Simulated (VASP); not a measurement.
Ca2SnN: single point with PBE

Crystal: Ca2SnN.

```xyz
4
Lattice="2.6735 -2.9667 0.0000 2.6735 2.9667 0.0000 0.0000 0.0000 3.4049" Properties=species:S:1:pos:R:3 pbc="T T T"
Ca    0.0000    0.0000    1.7024
Ca    0.0000    0.0000    0.0000
Sn    2.6735    0.0000    1.7024
N     2.6735    0.0000    0.0000
```

The cell was generated, and may not be a known phase.

| Quantity | Value |
| --- | --- |
| Program | VASP 6.6.1 |
| Task | single point |
| Functional | PBE |
| Potentials or basis | VASP PAW PBE potentials, release 64 (Ca_sv, Sn_d, N) |
| Cutoff | 520 eV |
| k mesh | 4 × 4 × 6 |
| Occupations | gaussian, width 0.1 eV |
| Spin | no spin polarisation |

```yaml
Pressure: 158.3 GPa
Band_gap_on_the_k_mesh: zero (an odd number of electrons rules out a gap without spin polarisation)
```

Stress tensor (GPa, compression positive):
```
 38.99   0.00   0.00
  0.00  11.99   0.00
  0.00   0.00 424.07
```

Levels at points of the mesh, in eV from the Fermi level:
```
           k point  band 17  band 18  band 19  band 20  band 21  band 22
(0.00, 0.00, 0.00)    -5.37    -3.94    -1.49    -1.42    -1.18     1.34
(0.50, 0.00, 0.00)    -6.09    -1.49    -1.33    -1.27    -0.42     1.58
(0.50, 0.50, 0.00)    -6.10    -1.75    -1.62    -1.59    -0.05     1.53
(0.00, 0.00, 0.50)    -3.29     0.96     1.15     1.30     1.42     1.44
(0.50, 0.00, 0.50)    -3.72    -3.30    -0.57     3.12     3.16     3.74
(0.50, 0.50, 0.50)    -3.84    -1.73    -1.00     3.31     4.00     4.45
```

Wall time 31 s on 1 thread of Intel(R) Xeon(R) Platinum 8559C (Emerald Rapids), with other jobs on the host, peak memory 0.19 GiB.

Caveat: the k points lie up to 0.40 Å⁻¹ apart, too coarse for converged energies and pressures of a metal; atoms lie so close that the PAW spheres overlap strongly, which falsifies energies and pressures; spin-orbit coupling is left out, which moves the levels of the heavy elements.
